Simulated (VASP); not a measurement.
Pd:

```
CELL_PARAMETERS angstrom
2.82176 0.00000 0.00000
-1.41088 2.44371 0.00000
0.00000 0.00000 4.76392
ATOMIC_POSITIONS crystal
Pd 0.33333 0.66667 0.25000
Pd 0.66667 0.33333 0.75000
```

This isn't the form of Pd at room conditions, which is fcc.

Base run:

```yaml
Program: VASP 6.6.1
Functional: BLYP
Potentials_or_basis: VASP PAW PBE potentials, release 64 (Pd)
Cutoff: 520 eV
k_mesh: 13 × 13 × 7
Occupations: fermi-dirac, width 0.05 eV
Spin: collinear spin
Starting_moments: "[0.5, -0.5] μB"
```

Its results: pressure 0.3 GPa; net moment 0.00 μB per cell.

Q: The run is repeated on the same cell with these changes: k mesh from 13 × 13 × 7 to 14 × 14 × 8; moments at the start from [0.5, -0.5] to [0.32, 0.32]. What comes out?

A: Pressure 0.5 GPa; net moment 0.70 μB per cell; site moments Pd +0.35 μB.

Caveats: the PAW data sets were made with another functional, which shifts forces and pressure a little.
